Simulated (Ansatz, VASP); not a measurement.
Nb2SiO2: VASP beside Ansatz

```xyz
10
Lattice="3.2794 0.0000 0.0000 -1.6397 2.8400 0.0000 0.0000 0.0000 14.1277" Properties=species:S:1:pos:R:3 pbc="T T T"
Nb    1.6397    0.9467    5.3852
Nb    0.0000    1.8934    8.7425
Nb    1.6397    0.9467    1.6787
Nb    0.0000    1.8934   12.4491
Si    0.0000    1.8934    3.5319
Si    1.6397    0.9467   10.5958
O     0.0000    1.8934    6.3453
O     1.6397    0.9467    7.7824
O     0.0000    1.8934    0.7186
O     1.6397    0.9467   13.4091
```

Alike in both runs: functional PBE; k mesh 4 × 4 × 1; occupations gaussian, width 0.15 eV; no spin polarisation.

Ansatz relaxed the structure, and its values are those at the end. VASP's run is a single point on that final structure, the one shown.

|  | VASP | Ansatz |
| --- | --- | --- |
| version | VASP 6.6.1 | Ansatz 0.2.0 |
| potentials or method | VASP PAW PBE potentials, release 64 (Nb_sv, Si, O), cutoff 600 eV | scalar-relativistic, plane waves, PAW |
| valence electrons in the cell | 84 | 84 |

```csv
,VASP,Ansatz,Ansatz less VASP
gap on the k mesh at the Fermi level (eV),none,none,-
pressure (GPa),-0.3,0.0,+0.32
rms of the force components (eV/Å),0.018,0.019,+0.0008
```

A gap of «none» marks a metal or a gap that the smearing closes.

The k mesh is coarse, so the values compare programs but aren't converged.
